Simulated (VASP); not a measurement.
Wanted: the native input for a VASP 6.6.1 run.

* Task: single point
* Functional: PBEsol
* Potentials or basis: VASP PAW PBE potentials, release 64 (W_sv)
* Cutoff: 520 eV
* k mesh: 26 × 26 × 26
* Occupations: gaussian, width 0.15 eV
* Spin: no spin polarisation
* Dipole correction: no
* Further INCAR settings: ALGO = Normal; EDIFF = 1e-07; NBANDS = 13

The structure of W lies in POSCAR:

```
W
1.0
   -1.5298647342      1.5298647342      1.5298647342
    1.5298647342     -1.5298647342      1.5298647342
    1.5298647342      1.5298647342     -1.5298647342
W
1
Direct
    0.0000000000      0.0000000000      0.0000000000
```

This cell differs from its parent crystal: strain -0.030 along x and y, -0.030 along z.

These files were run (other wordings do the same):

INCAR

```
ALGO     = Normal         # electronic algorithm
EDIFF    = 1E-7           # SCF threshold, eV
ENCUT    = 520            # plane-wave cutoff, eV
GGA      = PS             # functional
ISIF     = 2              # what is computed and relaxed
ISMEAR   = 0              # smearing method
LASPH    = True           # aspherical terms in the spheres
LCHARG   = False          # write CHGCAR
LREAL    = False          # projectors in reciprocal space
LWAVE    = False          # write WAVECAR
NBANDS   = 13             # bands
NELM     = 100            # most SCF steps
PREC     = Accurate       # precision mode
SIGMA    = 0.15           # smearing width, eV
```

KPOINTS

```
k-points
0
Gamma
  26 26 26
```

Potentials or basis: VASP PAW PBE potentials, release 64 (W_sv).

Launch:

```bash
$ cat potpaw_PBE.64/W_sv/POTCAR > POTCAR
$ mpirun -np 1 vasp_std > vasp.out
```

Results of the run:

* Pressure: 36.9 GPa
* Band gap on the k mesh: zero (bands 7 and 8 overlap by 7.38 eV)

Caveat: the cell differs from its parent crystal (strain -0.030 along x and y, -0.030 along z); the cell stands under pressure; the PAW data sets were made with another functional, which shifts forces and pressure a little; spin-orbit coupling is left out, which moves the levels of the heavy elements.

Run time: 2.2 min on 1 thread of Intel Xeon 8259CL, with other jobs on the host, peak memory 0.17 GiB.
